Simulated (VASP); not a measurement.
## CoH: single point with LDA

The system is CoH.

```
Co H
1.0
     0.00000    1.84296    1.84296
     1.84296    0.00000    1.84296
     1.84296    1.84296    0.00000
Co H
1 1
Direct
  0.00000 0.00000 0.00000
  0.50000 0.50000 0.50000
```

```
Program             : VASP 6.6.1
Task                : single point
Functional          : LDA
Potentials or basis : VASP PAW LDA potentials, release 64 (Co, H)
Cutoff              : 520 eV
k mesh              : 16 × 16 × 16
Occupations         : fermi-dirac, width 0.15 eV
Spin                : collinear spin, ferromagnetic start
Starting moments    : [2.5, 0.0] μB
```

The pressure is -13.6 GPa. The net moment is 1.01 μB per cell and the site moments are Co +1.02; H -0.01 μB. The valence electrons inside the program's atomic spheres are Co 8.40; H 0.54.

Levels at points of the mesh, in eV from the Fermi level:
Spin up:
| k point | band 4 | band 5 | band 6 | band 7 | band 8 | band 9 |
| --- | --- | --- | --- | --- | --- | --- |
| (0.00, 0.00, 0.00) | -2.43 | -1.40 | -1.40 | 15.14 | 20.69 | 21.18 |
| (0.50, 0.00, 0.00) | -2.64 | -0.65 | -0.65 | 4.13 | 12.73 | 20.93 |
| (0.50, 0.50, 0.00) | -0.44 | -0.44 | 0.49 | 4.09 | 11.05 | 11.05 |
Spin down:
```
           k point  band 1  band 2  band 3  band 4  band 5  band 6  band 7  band 8
(0.00, 0.00, 0.00)  -12.31   -1.47   -1.47   -1.47   -0.49   -0.49   15.16   20.70
(0.50, 0.00, 0.00)   -6.31   -4.76   -1.79   -1.79    0.38    0.38    4.82   12.76
(0.50, 0.50, 0.00)   -7.78   -3.42    0.26    0.59    0.66    0.66    4.79   11.18
```

Run time: 2 min on 1 thread of AMD EPYC 7571, with other jobs on the host, peak memory 0.12 GiB.

Caveat: the cell stands under tension.
